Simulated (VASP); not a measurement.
Set up this calculation in VASP 6.6.1, as the native input.

```
Task                   : electric field gradients
Functional             : LDA
Potentials or basis    : VASP PAW LDA potentials, release 64 (Sn_d, Te)
Cutoff                 : 520 eV
k mesh                 : 11 × 11 × 11
Occupations            : fermi-dirac, width 0.08 eV
Spin                   : no spin polarisation
Dipole correction      : no
Further INCAR settings : ALGO = Normal; EDIFF = 1e-08; NBANDS = 17
```

The structure of SnTe lies in POSCAR:

```
SnTe
1.0
    0.0000000000      3.1565000000      3.0618050000
    3.1565000000      0.0000000000      3.0618050000
    3.1565000000      3.1565000000      0.0000000000
Sn Te
1 1
Direct
    0.0000000000      0.0000000000      0.0000000000
    0.5000000000      0.5000000000      0.5000000000
```

This cell differs from its parent crystal: zz strain of -3 %.

These files were run (other wordings do the same):

INCAR

```
PREC = Accurate
ENCUT = 520
EDIFF = 1E-8
ISMEAR = -1
SIGMA = 0.08
LREAL = F
LASPH = T
NELM = 100
ALGO = Normal
ISIF = 2
LWAVE = F
LCHARG = F
GGA = CA
LEFG = T
NBANDS = 17
```

KPOINTS

```
Automatic mesh
0
Gamma
  11 11 11
```

Potentials or basis: VASP PAW LDA potentials, release 64 (Sn_d, Te).

The run is started by

```bash
$ cat potpaw_LDA.64/Sn_d/POTCAR potpaw_LDA.64/Te/POTCAR > POTCAR
$ mpirun -np 1 vasp_std > vasp.out
```

Results of the run:

- Pressure: -0.1 GPa
- Band gap on the k mesh: 0.41 eV, direct

Caveat: the cell differs from its parent crystal (zz strain of -3 %); without QUAD_EFG the Cq values of the log hold for a quadrupole moment of 1 mb, not for the nuclei; spin-orbit coupling is left out, which moves the levels of the heavy elements.

Run time: 2.2 min on 1 thread of Intel Xeon 6975P-C, on a shared host, peak memory 0.27 GiB.
